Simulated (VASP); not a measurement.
Ta2N, 9 atoms in the cell. Symmetry: P-31m, No. 162, trigonal system. Conventional cell: a = 5.425 Å, b = 5.425 Å, c = 4.755 Å, α = 90.00°, β = 90.00°, γ = 120.00°. Within 2.8 Å of Ta (site symmetry m) lie 3 N at 2.08 to 2.37 Å and 2 Ta at 2.69 to 2.73 Å. Within 2.8 Å of N (site symmetry 32) lie 6 Ta at 2.08 Å. Within 3.1 Å of N (site symmetry -3m) lie 6 Ta at 2.37 Å.  This cell differs from its parent crystal: atoms shifted along a free coordinate, c/a of the conventional cell at fixed volume 0.8766.

| Property | Result |
| --- | --- |
| Program | VASP 6.6.1 |
| Task | single point |
| Functional | PBE |
| Potentials or basis | VASP PAW PBE potentials, release 64 (Ta_pv, N) |
| Cutoff | 520 eV |
| k mesh | 9 × 9 × 8 |
| Occupations | gaussian, width 0.15 eV |
| Spin | no spin polarisation |
| Dipole correction | no |
| Further INCAR settings | ALGO = Normal; EDIFF = 1e-06; NBANDS = 50 |

Potentials or basis: VASP PAW PBE potentials, release 64 (Ta_pv, N).

The run is started by

```bash
$ cat potpaw_PBE.64/Ta_pv/POTCAR potpaw_PBE.64/N/POTCAR > POTCAR
$ mpirun -np 1 vasp_std > vasp.out
```

Hardware: 1 thread of Intel(R) Xeon(R) 6975P-C (Granite Rapids), with other jobs on the host.

**Question.** How long does it take, and how much memory?

**Answer.** It took 3.7 min on 1 thread of Intel(R) Xeon(R) 6975P-C (Granite Rapids), on a shared host, peak memory 0.47 GiB. Counts: scf iterations 15, k points 81.
